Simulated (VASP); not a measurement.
Write the native input for VASP 6.6.1 that does the following.

- Task: single point
- Functional: PBE
- Potentials or basis: VASP PAW PBE potentials, release 64 (Ag, Cl)
- Cutoff: 520 eV
- k mesh: 8 × 8 × 8
- Occupations: gaussian, width 0.05 eV
- Spin: no spin polarisation
- Dipole correction: no
- Further INCAR settings: ALGO = Normal; EDIFF = 1e-06; NBANDS = 16

The structure of AgCl lies in POSCAR:

```
AgCl
1.0
    0.0000000000      2.8060228508      2.6937819368
    2.8060228508      0.0000000000      2.6937819368
    2.8060228508      2.8060228508      0.0000000000
Ag Cl
1 1
Direct
    0.5000000000      0.5000000000      0.5000000000
    0.0000000000      0.0000000000      0.0000000000
```

This cell differs from its parent crystal: strain +0.000 along x and y, -0.040 along z.

These files were run (other wordings do the same):

INCAR

```
  PREC = Accurate
  ENCUT = 520
  EDIFF = 1E-6
  ISMEAR = 0
  SIGMA = 0.05
  LREAL = F
  LASPH = T
  NELM = 80
  ALGO = Normal
  ISIF = 2
  LWAVE = F
  LCHARG = F
  GGA = PE
  NBANDS = 16
```

KPOINTS

```
regular mesh
0
Gamma
  8 8 8
```

Potentials or basis: VASP PAW PBE potentials, release 64 (Ag, Cl).

Command:

```sh
$ cat potpaw_PBE.64/Ag/POTCAR potpaw_PBE.64/Cl/POTCAR > POTCAR
$ mpirun -np 1 vasp_std > vasp.out
```

It gave:

```
Pressure               : 1.9 GPa
Band gap on the k mesh : 0.80 eV, indirect (least direct gap 3.21 eV)
```

Caveat: the cell differs from its parent crystal (strain +0.000 along x and y, -0.040 along z).

It took 34 s on 1 thread of Intel Xeon 6975P-C (shared host), peak memory 0.19 GiB.
